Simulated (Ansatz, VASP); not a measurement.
# One calculation of Re, two programs

File INCAR:

```
SYSTEM = Re
ALGO     = Normal         ! electronic algorithm
EDIFF    = 1E-6           ! SCF threshold, eV
ENCUT    = 600            ! plane-wave cutoff, eV
GGA_COMPAT= .False.      
ISIF     = 2              ! what is computed and relaxed
ISMEAR   = -1             ! smearing method
LASPH    = .True.         ! aspherical terms in the spheres
LCHARG   = .True.         ! write CHGCAR
LELF     = .True.         ! ELF
LREAL    = .False.        ! projectors in reciprocal space
LVHAR    = .True.       
LWAVE    = .False.        ! write WAVECAR
NBANDS   = 14             ! bands
NELM     = 120            ! most SCF steps
PREC     = Accurate       ! precision mode
SIGMA    = 0.6            ! smearing width, eV
```

File KPOINTS:

```
k-points
0
Gamma
  13 13 7
  0 0 0
```

Contents of POSCAR:

```
Re
1.0
    2.7391880258      0.0000000000      0.0000000000
   -1.3695940129      2.3722064161      0.0000000000
    0.0000000000      0.0000000000      4.4118668232
Re
2
Direct
    0.3333333333      0.6666666667      0.2500000000
    0.6666666667      0.3333333333      0.7500000000
```

Input for Ansatz:

```yaml
crystal:
  lattice:
    - [2.7391880258, 0.0, 0.0]
    - [-1.3695940129, 2.3722064161, 0.0]
    - [0.0, 0.0, 4.4118668232]
  atoms:
    - { symbol: Re, position: [0.3333333333, 0.6666666667, 0.25] }
    - { symbol: Re, position: [0.6666666667, 0.3333333333, 0.75] }
hamiltonian:
  xc: lda
  pseudopotentials:
    kind: paw
    azcp:
      Re: "pseudopotentials/Re.paw.azcp"
basis:
  ecutwfc: 420
  fft_grid_basis: typed
kpoints:
  mp_grid: { grid: [13, 13, 7], shift: [0, 0, 0] }
magnetization:
  spin_polarized: false
scf:
  occupations: { method: fermi_dirac, width: 0.6 }
  lower_state_search: "off"
output:
  stress: true
  write_density: true
  write_potential: true
  elf: true
  volumetric_format: npy
```

Alike in both runs: task single point; functional LDA; k mesh 13 × 13 × 7; occupations fermi-dirac, width 0.6 eV; no spin polarisation.

|  | VASP | Ansatz |
| --- | --- | --- |
| version | VASP 6.6.1 | Ansatz 0.2.0 |
| potentials or method | VASP PAW LDA potentials, release 64 (Re), cutoff 600 eV | plane waves (420 eV) with PAW, scalar-relativistic |
| valence electrons in the cell | 14 | 30 |

|  | VASP | Ansatz | Ansatz less VASP |
| --- | --- | --- | --- |
| pressure (GPa) | 8.7 | 6.8 | -1.92 |
| traceless stress, the component that is largest in VASP (GPa) | -1.65 | -1.58 | +0.071 |

Ansatz warns that its potentials were made for another functional, while VASP's fit it. LDA's correlation is that of Perdew and Zunger in VASP and of Perdew and Wang (1992) in Ansatz. VASP's potentials hold 14 valence electrons a cell and Ansatz's 30, so a difference there can come from the potentials and not from the codes.

Spin-orbit coupling is off throughout.
